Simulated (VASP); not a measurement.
# TiSnTe3 (P4/mmm) in VASP: single point with PBE

Aim: the single point of TiSnTe3 with PBE.

All numbers are computed with VASP 6.6.1; they aren't measurements. Logs are shortened: lines on timing, memory, paths and dates and some standing lists are left out, and cuts for length are marked.

## Step 1: The cell of the first run

Symmetry: P4/mmm, No. 123, tetragonal system. The conventional cell has a = 4.211 Å, b = 4.211 Å, c = 11.455 Å, α = 90.00°, β = 90.00°, γ = 90.00°. Ti (site symmetry 4/mmm) has 2 Te at 2.53 Å within 3.3 Å. Sn (site symmetry 4/mmm) has 6 Te at 2.98 to 3.19 Å within 3.9 Å. Within 3.3 Å of Te (site symmetry 4mm) lie 1 Ti at 2.53 Å and 1 Sn at 3.19 Å. Within 3.9 Å of Te (site symmetry 4/mmm) lie 4 Sn at 2.98 Å.

The cell was generated, and may not be a known phase.

## Step 2: Single point, PBE, collinear spin

The input, INCAR:

```
SYSTEM = TiSnTe3
PREC     = Accurate       ! precision mode
ENCUT    = 500            ! plane-wave cutoff, eV
EDIFF    = 1E-6           ! SCF threshold, eV
ISMEAR   = 0              ! smearing method
SIGMA    = 0.1            ! smearing width, eV
LREAL    = .FALSE.        ! projectors in reciprocal space
LASPH    = .TRUE.         ! aspherical terms in the spheres
NELM     = 200            ! most SCF steps
ALGO     = Normal         ! electronic algorithm
ISIF     = 2              ! what is computed and relaxed
LWAVE    = .FALSE.        ! write WAVECAR
LCHARG   = .FALSE.        ! write CHGCAR
ISPIN    = 2              ! spin polarisation
MAGMOM   = 1.01 0 -0.15 -0.15 0 ! initial moments
LORBIT   = 11             ! projections on sites
LMAXMIX  = 4              ! l up to which the mixer works
GGA      = PE             ! functional
NBANDS   = 34             ! bands
GGA_COMPAT= .FALSE.      
KPAR     = 4
```

The input, KPOINTS:

```
Automatic mesh
0
G
  10 10 4
  0 0 0
```

The input, POSCAR:

```
TiSnTe3
1.0
    4.2107631338      0.0000000000      0.0000000000
    0.0000000000      4.2107631338      0.0000000000
    0.0000000000      0.0000000000     11.4548308729
Ti Sn Te
1 1 3
Direct
    0.0000000000      0.0000000000      0.0000000000
    0.0000000000      0.0000000000      0.5000000000
    0.0000000000      0.0000000000      0.7788997324
    0.0000000000      0.0000000000      0.2211002676
    0.5000000000      0.5000000000      0.5000000000
```

Potentials or basis: VASP PAW PBE potentials, release 64 (Ti_sv, Sn_d, Te).

The run is started by

```console
$ cat potpaw_PBE.64/Ti_sv/POTCAR potpaw_PBE.64/Sn_d/POTCAR potpaw_PBE.64/Te/POTCAR > POTCAR
$ mpirun -np 4 vasp_std > vasp.out
```

OUTCAR:

```text
SYSTEM = TiSnTe3
   PREC = Accurate
   ENCUT = 500
   EDIFF = 1E-6
   ISMEAR = 0
   LREAL = .FALSE.
   LASPH = .TRUE.
   NELM = 200
   ISIF = 2
   ISPIN = 2
   LORBIT = 11
   GGA = PE

 ion  position               nearest neighbor table
   1  0.000  0.000  0.000-   3 2.53   4 2.53
   2  0.000  0.000  0.500-   5 2.98   5 2.98   5 2.98   5 2.98   3 3.19   4 3.19
   3  0.000  0.000  0.779-   1 2.53   2 3.19
   4  0.000  0.000  0.221-   1 2.53   2 3.19
   5  0.500  0.500  0.500-   2 2.98   2 2.98   2 2.98   2 2.98

  LATTYP: Found a simple tetragonal cell.
 ALAT       =     4.2107631338
 C/A-ratio  =     2.7203693271

  Lattice vectors:

 A1 = (   4.2107631338,   0.0000000000,   0.0000000000)
 A2 = (   0.0000000000,   4.2107631338,   0.0000000000)
 A3 = (   0.0000000000,   0.0000000000,  11.4548308729)

Analysis of symmetry for initial positions (statically):
=====================================================================
 Subroutine PRICEL returns:
 Original cell was already a primitive cell.

 Routine SETGRP: Setting up the symmetry group for a
 simple tetragonal supercell.

 Subroutine GETGRP returns: Found 16 space group operations
 (whereof 16 operations were pure point group operations)
 out of a pool of 16 trial point group operations.

The static configuration has the point symmetry D_4h.

Analysis of symmetry for dynamics (positions and initial velocities):
=====================================================================
 Subroutine PRICEL returns:
 Original cell was already a primitive cell.

 Routine SETGRP: Setting up the symmetry group for a
 simple tetragonal supercell.

 Subroutine GETGRP returns: Found 16 space group operations
 (whereof 16 operations were pure point group operations)
 out of a pool of 16 trial point group operations.

The dynamic configuration has the point symmetry D_4h.

Analysis of structural, dynamic, and magnetic symmetry:
=====================================================================
 Subroutine PRICEL returns:
 Original cell was already a primitive cell.

 Routine SETGRP: Setting up the symmetry group for a
 simple tetragonal supercell.

 Subroutine GETGRP returns: Found 16 space group operations
 (whereof 16 operations were pure point group operations)
 out of a pool of 16 trial point group operations.

The overall configuration has the point symmetry D_4h.

 Subroutine INISYM returns: Found 16 space group operations
 (whereof 16 operations are pure point group operations),
 and found     1 'primitive' translations

----------------------------------------------------------------------------------------

                                     Primitive cell

  volume of cell :     203.1002

  direct lattice vectors                    reciprocal lattice vectors
     4.210763134  0.000000000  0.000000000     0.237486643  0.000000000  0.000000000
     0.000000000  4.210763134  0.000000000     0.000000000  0.237486643  0.000000000
     0.000000000  0.000000000 11.454830873     0.000000000  0.000000000  0.087299412

  length of vectors
     4.210763134  4.210763134 11.454830873     0.237486643  0.237486643  0.087299412

  position of ions in fractional coordinates (direct lattice)
     0.000000000  0.000000000  0.000000000
     0.000000000  0.000000000  0.500000000
     0.000000000  0.000000000  0.778899732
     0.000000000  0.000000000  0.221100268
     0.500000000  0.500000000  0.500000000

  ion indices of the primitive-cell ions
   primitive index   ion index
                 1           1
                 2           2
                 3           3
                 4           4
                 5           5

----------------------------------------------------------------------------------------

 KPOINTS: Automatic mesh

Automatic generation of k-mesh.
 Grid dimensions read from file:
 generate k-points for:   10   10    4

 Generating k-lattice:

  Cartesian coordinates                     Fractional coordinates (reciprocal lattice)
     0.023748664  0.000000000  0.000000000     0.100000000  0.000000000  0.000000000
     0.000000000  0.023748664  0.000000000     0.000000000  0.100000000  0.000000000
     0.000000000  0.000000000  0.021824853     0.000000000  0.000000000  0.250000000

  Length of vectors
     0.023748664  0.023748664  0.021824853

  Shift w.r.t. Gamma in fractional coordinates (k-lattice)
     0.000000000  0.000000000  0.000000000

 Subroutine IBZKPT returns following result:
 ===========================================

 Found     63 irreducible k-points:

 Following reciprocal coordinates:
            Coordinates               Weight
  0.000000  0.000000  0.000000      1.000000
  0.100000  0.000000  0.000000      4.000000
  0.200000  0.000000  0.000000      4.000000
  0.300000  0.000000  0.000000      4.000000
  0.400000  0.000000  0.000000      4.000000
  0.500000  0.000000  0.000000      2.000000
[... 16 lines left out ...]
  0.100000  0.000000  0.250000      8.000000
  0.200000  0.000000  0.250000      8.000000
 [... further k-points ...]
   k-points           NKPTS =     63   k-points in BZ     NKDIM =     63   number of bands    NBANDS=     34
   number of dos      NEDOS =    301   number of ions     NIONS =      5
   total plane-waves  NPLWV =  86016
   dimension x,y,z NGX =    32 NGY =   32 NGZ =   84
   dimension x,y,z NGXF=    64 NGYF=   64 NGZF=  168
   ions per type =               1   1   3
   NGX,Y,Z   is equivalent  to a cutoff of  12.63, 12.63, 12.19 a.u.
   NGXF,Y,Z  is equivalent  to a cutoff of  25.27, 25.27, 24.38 a.u.
 SYSTEM =  TiSnTe3
   PREC   = accura    normal or accurate (medium, high low for compatibility)
   ISTART =      0    job   : 0-new  1-cont  2-samecut
   ICHARG =      2    charge: 1-file 2-atom 10-const
   ISPIN  =      2    spin polarized calculation?
   LNONCOLLINEAR =      F non collinear calculations
   LSORBIT =      F    spin-orbit coupling
   LASPH  =      T    aspherical Exc in radial PAW
   ENCUT  =  500.0 eV  36.75 Ry    6.06 a.u.   7.68  7.68 20.88*2*pi/ulx,y,z
   NELM   =    200;   NELMIN=  2; NELMDL= -5     # of ELM steps
   EDIFF  = 0.1E-05   stopping-criterion for ELM
   LREAL  =      F    real-space projection
   EDIFFG = 0.1E-04   stopping-criterion for IOM
   NSW    =      0    number of steps for IOM
   IBRION =     -1    ionic relax: 0-MD 1-quasi-New 2-CG
   NFREE  =      0    steps in history (QN), initial steepest desc. (CG)
   ISIF   =      2    stress and relaxation
   ISYM   =      2    0-nonsym 1-usesym 2-fastsym
   POTIM  = 0.5000    time-step for ionic-motion
   TEBEG  =    0.0;   TEEND  =   0.0 temperature during run
   PSTRESS=    0.0 pullay stress
   NELECT =      44.0000    total number of electrons
   NUPDOWN=      -1.0000    fix difference up-down
   EMIN   =  10.00;   EMAX   =-10.00  energy-range for DOS
   EFERMI =   0.00;   METHOD = LEGACY
   ISMEAR =     0;   SIGMA  =   0.10  broadening in eV -4-tet -1-fermi 0-gaus
   EFERMI_NEDOS =   21; number of points for ismear=-14 and -15
   IALGO  =     38    algorithm
   IMIX   =      4    mixing-type and parameters
     AMIX     =   0.40;   BMIX     =  1.00
     AMIX_MAG =   1.60;   BMIX_MAG =  1.00
  volume/ion in A,a.u.               =      40.62       274.12
  Fermi-wavevector in a.u.,A,eV,Ry     =   0.983231  1.858037 13.153343  0.966743
  Thomas-Fermi vector in A             =   2.114373
   LORBIT       =     11    0 simple, 1 ext, 2 COOP (PROOUT), +10 PAW based schemes
   GGA     = PE    functional components
   LHFCALC =     F    Hartree Fock is set to
   AEXX    =    0.0000 exact exchange contribution
   IVDW    =     0    specifies the selected vdW correction
   LEPSILON=     F    determine dielectric tensor
   LRPA    =     F    only Hartree local field effects (RPA)
 spin polarized calculation
 Gauss-broadening in eV      SIGMA  =   0.10
  energy-cutoff  :      500.00
  volume of cell :      203.10
 maximum number of plane-waves:      5202
 NGX is ok and might be reduce to    32
   NGX = 15   NGY = 15   NGZ = 41

 number of electron      43.9999995 magnetization       0.6824964

 Free energy of the ion-electron system (eV)
  ---------------------------------------------------
  ext. energy  EPLUGINS =         0.00000000
  ---------------------------------------------------
  free energy    TOTEN  =       -19.22738317 eV

  energy without entropy =      -19.19765212  energy(sigma->0) =      -19.21251765

 E-fermi :   3.1820     XC(G=0):  -8.0174

 val. band max:        3.1767020711   @ k =   0.2000   0.1000   0.5000
 cond. band min:       3.1838950261   @ k =   0.2000   0.0000   0.5000
 fundamental gap:      0.0071929550
 Fermi energy:         3.1819956125

 spin component 1

 k-point     1 :       0.0000    0.0000    0.0000
  band No.  band energies     occupation
      1     -54.7362      1.00000
      2     -31.1462      1.00000
      3     -31.1462      1.00000
      4     -30.7560      1.00000
      5     -18.3674      1.00000
      6     -18.3206      1.00000
[... 26 lines left out ...]
     33       8.7833      0.00000
     34       8.8005      0.00000

 k-point     2 :       0.1000    0.0000    0.0000
  band No.  band energies     occupation
      1     -54.7361      1.00000
      2     -31.1467      1.00000
      3     -31.1462      1.00000
      4     -30.7559      1.00000
      5     -18.3665      1.00000
      6     -18.3211      1.00000
[... 26 lines left out ...]
     33       8.7021      0.00000
     34       9.0029      0.00000
[... 775 lines left out ...]
     33       8.5994      0.00000
     34       9.2776      0.00000

 k-point    24 :       0.2000    0.0000    0.2500
  band No.  band energies     occupation
      1     -54.7361      1.00000
      2     -31.1479      1.00000
      3     -31.1461      1.00000
      4     -30.7558      1.00000
      5     -18.3643      1.00000
      6     -18.3223      1.00000
[... 26 lines left out ...]
     33       8.5334      0.00000
     34       9.0652      0.00000

 [... further k-points ...]

 spin component 2

 k-point     1 :       0.0000    0.0000    0.0000
  band No.  band energies     occupation
      1     -53.7472      1.00000
      2     -30.0563      1.00000
      3     -30.0563      1.00000
      4     -29.9580      1.00000
      5     -18.3669      1.00000
      6     -18.3199      1.00000
[... 26 lines left out ...]
     33       8.7988      0.00000
     34       8.8091      0.00000

 k-point     2 :       0.1000    0.0000    0.0000
  band No.  band energies     occupation
      1     -53.7471      1.00000
      2     -30.0568      1.00000
      3     -30.0563      1.00000
      4     -29.9580      1.00000
      5     -18.3660      1.00000
      6     -18.3204      1.00000
[... 26 lines left out ...]
     33       8.6170      0.00000
     34       9.0240      0.00000
[... 775 lines left out ...]
     33       8.7045      0.00000
     34       9.3775      0.00000

 k-point    24 :       0.2000    0.0000    0.2500
  band No.  band energies     occupation
      1     -53.7471      1.00000
      2     -30.0580      1.00000
      3     -30.0562      1.00000
      4     -29.9579      1.00000
      5     -18.3638      1.00000
      6     -18.3216      1.00000
[... 26 lines left out ...]
     33       8.5951      0.00000
     34       9.1249      0.00000

 [... further k-points ...]

------------------------ aborting loop because EDIFF is reached ----------------------------------------

  FORCE on cell =-STRESS in cart. coord.  units (eV):
  Direction    XX          YY          ZZ          XY          YZ          ZX
  --------------------------------------------------------------------------------------
  -------------------------------------------------------------------------------------
  Total       -0.0373769     -0.0373769     -0.1437810      0.0000000      0.0000000      0.0000000
  in kB       -0.2948520     -0.2948520     -1.1342313      0.0000000      0.0000000      0.0000000
  external PRESSURE =      -0.5746451 kB  Pullay stress =       0.0000000 kB

 VOLUME and BASIS-vectors are now :
 -----------------------------------------------------------------------------
  energy-cutoff  :      500.00
  volume of cell :      203.10
      direct lattice vectors                 reciprocal lattice vectors
     4.210763134  0.000000000  0.000000000     0.237486643  0.000000000  0.000000000
     0.000000000  4.210763134  0.000000000     0.000000000  0.237486643  0.000000000
     0.000000000  0.000000000 11.454830873     0.000000000  0.000000000  0.087299412

 POSITION                                       TOTAL-FORCE (eV/Angst)
 -----------------------------------------------------------------------------------
      0.00000      0.00000      0.00000         0.000000      0.000000      0.000000
      0.00000      0.00000      5.72742         0.000000      0.000000      0.000000
      0.00000      0.00000      8.92216        -0.000000      0.000000      0.009802
      0.00000      0.00000      2.53267         0.000000      0.000000     -0.009802
      2.10538      2.10538      5.72742         0.000000      0.000000      0.000000
 -----------------------------------------------------------------------------------
    total drift:                               -0.000000      0.000000      0.000000

  FREE ENERGIE OF THE ION-ELECTRON SYSTEM (eV)
  ---------------------------------------------------
  free  energy   TOTEN  =       -19.2273831707 eV

  energy  without entropy=      -19.1976521218  energy(sigma->0) =      -19.21251765

 total charge

# of ion       s       p       d       tot
------------------------------------------
    1        2.160   6.062   1.908  10.129
    2        1.296   0.824  10.002  12.122
    3        1.387   1.965   0.016   3.369
    4        1.387   1.965   0.016   3.369
    5        1.388   1.962   0.031   3.382
--------------------------------------------------
tot          7.619  12.778  11.973  32.370

 magnetization (x)

# of ion       s       p       d       tot
------------------------------------------
    1        0.027   0.009   0.968   1.004
    2       -0.000   0.004  -0.001   0.003
    3       -0.005  -0.196   0.002  -0.199
    4       -0.005  -0.196   0.002  -0.199
    5       -0.001  -0.026  -0.000  -0.027
--------------------------------------------------
tot          0.016  -0.406   0.971   0.581
```

Run time: 10 min. Hardware: 4 MPI ranks of Intel Xeon Platinum 8375C at 2.90GHz (Ice Lake), shared host; peak memory 0.81 GiB.

Results:

| Property | Result |
| --- | --- |
| Free energy | -19.2274 eV |
| Pressure | -0.1 GPa |
| Largest force | 0.010 eV/Å |
| Net moment | 0.68 μB per cell |
| Site moments | Ti +1.00; Sn +0.00; Te -0.20, -0.03 (each value once) μB |
| Valence electrons inside the program's atomic spheres | Ti 10.13; Sn 12.12; Te 3.37, 3.38 (each value once) |

Forces on the atoms (eV/Å):
```
Ti   0.000  0.000  0.000
Sn   0.000  0.000  0.000
Te   0.000  0.000  0.010
Te   0.000  0.000 -0.010
Te   0.000  0.000  0.000
```

Stress tensor (GPa, compression positive):
```
-0.03  0.00  0.00
 0.00 -0.03  0.00
 0.00  0.00 -0.11
```

Levels at points of the mesh, in eV from the Fermi level:
Spin up:
```csv
k point,band 18,band 19,band 20,band 21,band 22,band 23,band 24,band 25,band 26,band 27
"(0.00, 0.00, 0.00)",-1.12,-0.85,-0.85,-0.50,-0.39,0.17,0.17,0.30,1.57,1.57
"(0.50, 0.00, 0.00)",-1.05,-0.90,-0.71,-0.54,0.09,0.15,0.77,1.02,1.14,1.20
"(0.50, 0.50, 0.00)",-2.06,-2.04,-1.61,-1.61,-0.86,-0.38,0.50,0.78,0.78,1.42
"(0.00, 0.00, 0.50)",-1.09,-0.95,-0.80,-0.80,-0.39,0.07,0.07,0.30,1.65,1.65
"(0.50, 0.00, 0.50)",-0.90,-0.89,-0.75,-0.55,0.09,0.36,0.60,0.69,1.00,1.28
"(0.50, 0.50, 0.50)",-1.95,-1.77,-1.77,-0.87,-0.50,-0.37,0.50,0.93,0.93,1.05
```
Spin down:
```csv
k point,band 20,band 21,band 22,band 23,band 24,band 25
"(0.00, 0.00, 0.00)",-0.55,-0.15,-0.10,-0.10,0.74,1.52
"(0.50, 0.00, 0.00)",-0.57,-0.09,0.55,1.09,1.29,1.29
"(0.50, 0.50, 0.00)",-1.80,-1.80,-0.91,0.74,1.29,1.29
"(0.00, 0.00, 0.50)",-0.69,-0.20,-0.20,-0.10,0.74,1.52
"(0.50, 0.00, 0.50)",-0.64,0.08,0.55,1.01,1.15,1.26
"(0.50, 0.50, 0.50)",-1.97,-0.91,-0.57,0.74,1.43,1.43
```

Caveat: spin-orbit coupling is left out, which moves the levels of the heavy elements.
